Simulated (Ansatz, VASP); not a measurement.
# Two plane-wave programs on GaP

File POSCAR:

```
GaP
1.0
    0.0000000000      2.5585353464      2.5585353464
    2.5585353464      0.0000000000      2.5585353464
    2.5585353464      2.5585353464      0.0000000000
Ga P
1 1
Direct
    0.0000000000      0.0000000000      0.0000000000
    0.5000000000      0.5000000000      0.5000000000
```

INCAR.step1

```
SYSTEM = GaP
ALGO = Normal
EDIFF = 1E-5
ENCUT = 520
GGA = PE
ISIF = 2
ISMEAR = -1
LASPH = .TRUE.
LCHARG = .FALSE.
LREAL = .FALSE.
LWAVE = .TRUE.
NBANDS = 16
NELM = 80
PREC = Accurate
SIGMA = 0.02
```

The input INCAR.step2:

```
SYSTEM = GaP
AEXX = 0.4
ALGO = Normal
EDIFF = 1E-6
ENCUT = 520
GGA = PE
ISIF = 2
ISMEAR = -1
ISTART = 1
LASPH = .TRUE.
LCHARG = .FALSE.
LHFCALC = .TRUE.
LREAL = .FALSE.
LWAVE = .FALSE.
NBANDS = 16
NELM = 80
PREC = Accurate
PRECFOCK = Normal
SIGMA = 0.02
```

KPOINTS

```
k-points
0
G
  4 4 4
  0 0 0
```

Input for Ansatz:

```yaml
crystal:
  lattice:
    - [0.0, 2.5585353464, 2.5585353464]
    - [2.5585353464, 0.0, 2.5585353464]
    - [2.5585353464, 2.5585353464, 0.0]
  atoms:
    - { symbol: Ga, position: [0.0, 0.0, 0.0] }
    - { symbol: P, position: [0.5, 0.5, 0.5] }
kpoints:
  mp_grid: { grid: [4, 4, 4] }
hamiltonian:
  xc: { exchange: pbe, correlation: pbe, exx: { coeff: 0.4 } }
scf:
  occupations: { method: fermi_dirac, width: 0.02 }
  n_extra_bands: 4
output:
  forces: true
  stress: true
  eigenvalues: true
```

Alike in both runs: task single point; functional PBE-based global hybrid; k mesh 4 × 4 × 4; occupations fermi-dirac, width 0.02 eV; no spin polarisation.

```csv
,VASP,Ansatz
version,VASP 6.6.1,Ansatz 0.2.0
potentials or method,"VASP PAW PBE potentials, release 64 (Ga_d, P)",plane waves
plane-wave cutoff (eV),520,420
valence electrons in the cell,18,18
```

```tsv
	VASP	Ansatz	Ansatz less VASP
pressure (GPa)	-1.8	-1.4	+0.35
```

VASP's potentials were made for PBE, not for PBE-based global hybrid. Ansatz's warnings: filled band counts differ across k points, stress exchange threshold loose, stress scf threshold loose.

The k mesh is coarse, so the values compare programs but aren't converged.
